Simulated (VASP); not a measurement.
Set up this calculation in VASP 6.6.1, as the native input.

| Quantity | Value |
| --- | --- |
| Task | relaxation of cell and atoms |
| Functional | BLYP |
| Potentials or basis | VASP PAW PBE potentials, release 64 (As) |
| Cutoff | 500 eV |
| k mesh | 13 × 13 × 13 |
| Occupations | fermi-dirac, width 0.1 eV |
| Spin | no spin polarisation |
| Dipole correction | no |
| Further INCAR settings | ALGO = Normal; EDIFF = 1e-07; IBRION = 2; EDIFFG = -0.01; NSW = 80; ISIF = 3 |

The structure of As lies in POSCAR:

```
As
1.0
    0.0000000000      2.0916114635      2.0916114635
    2.0916114635      0.0000000000      2.0916114635
    2.0916114635      2.0916114635      0.0000000000
As
1
Direct
    0.0000000000      0.0000000000      0.0000000000
```

This isn't the form of As at room conditions, which is rhombohedral.

One way to write it, as run:

INCAR

```
  AGGAC = 1.0
  AGGAX = 1.0
  ALDAC = 0.0
  ALDAX = 1.0
  ALGO = Normal
  EDIFF = 1E-7
  EDIFFG = -0.01
  ENCUT = 500
  GGA = B5
  GGA_COMPAT = False
  IBRION = 2
  ISIF = 3
  ISMEAR = -1
  LASPH = True
  LCHARG = False
  LREAL = False
  LWAVE = False
  NELM = 120
  NELMIN = 4
  NSW = 80
  PREC = Accurate
  SIGMA = 0.1
```

KPOINTS

```
k-points
0
Gamma
  13 13 13
```

Potentials or basis: VASP PAW PBE potentials, release 64 (As).

Command:

```sh
$ cat potpaw_PBE.64/As/POTCAR > POTCAR
$ mpirun -np 1 vasp_std > vasp.out
```

Results of the run:

* Relaxed volume: 21.51 Å³/atom
* Relaxed cell: a = 3.122 Å, b = 3.122 Å, c = 3.122 Å, α = 60.00°, β = 60.00°, γ = 60.00°
* Space group after relaxing (to 0.1 Å): Fm-3m (No. 225)
* Energy gained by relaxing: 118.8 meV/atom
* Ionic steps: 5
* Pressure after relaxing: 0.0 GPa
* Band gap on the k mesh: zero (an odd number of electrons rules out a gap without spin polarisation)

Caveat: the volume moved by over 15 % at a fixed basis, so the end points are rough; the PAW data sets were made with another functional, which shifts forces and pressure a little.

Run time: 40 s on 1 thread of Intel(R) Xeon(R) 6975P-C (Granite Rapids) (shared host), peak memory 0.15 GiB.
